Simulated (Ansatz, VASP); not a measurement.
ZnS in VASP and in Ansatz

```
CELL_PARAMETERS angstrom
3.92533 0.00000 0.00000
-1.96266 3.30042 0.00000
0.00000 0.00000 6.23400
ATOMIC_POSITIONS crystal
Zn 0.33333 0.66667 0.00000
Zn 0.66667 0.33333 0.50000
S 0.33333 0.66667 0.38500
S 0.66667 0.33333 0.88500
```

Change from the starting cell: strain +0.0300 x Voigt [1, 0, 0, 0, 0, 0], atoms carried along.

Alike in both runs: task single point; functional PBE; k mesh 12 × 12 × 6; occupations gaussian, width 0.05 eV; no spin polarisation.

```csv
,VASP,Ansatz
version,VASP 6.6.1,Ansatz 0.2.0
potentials or method,"VASP PAW PBE potentials, release 64 (Zn, S), cutoff 520 eV","scalar-relativistic, plane waves, PAW"
valence electrons in the cell,36,36
```

VASP gave:

```
gap on the k mesh at the Fermi level (eV)                     : 2.08
least direct gap on the mesh (eV)                             : 2.08
pressure (GPa)                                                : 0.2
traceless stress, the component that is largest in VASP (GPa) : -1.60
rms of the force components (eV/Å)                            : 0.164
```

Task: Which values does Ansatz return?

Result: gap on the k mesh at the Fermi level (eV): 2.08; least direct gap on the mesh (eV): 2.08; pressure (GPa): 0.1; traceless stress, the component that is largest in VASP (GPa): -1.60; rms of the force components (eV/Å): 0.163.

Atom by atom the forces differ by 0.002 eV/Å (rms over components).
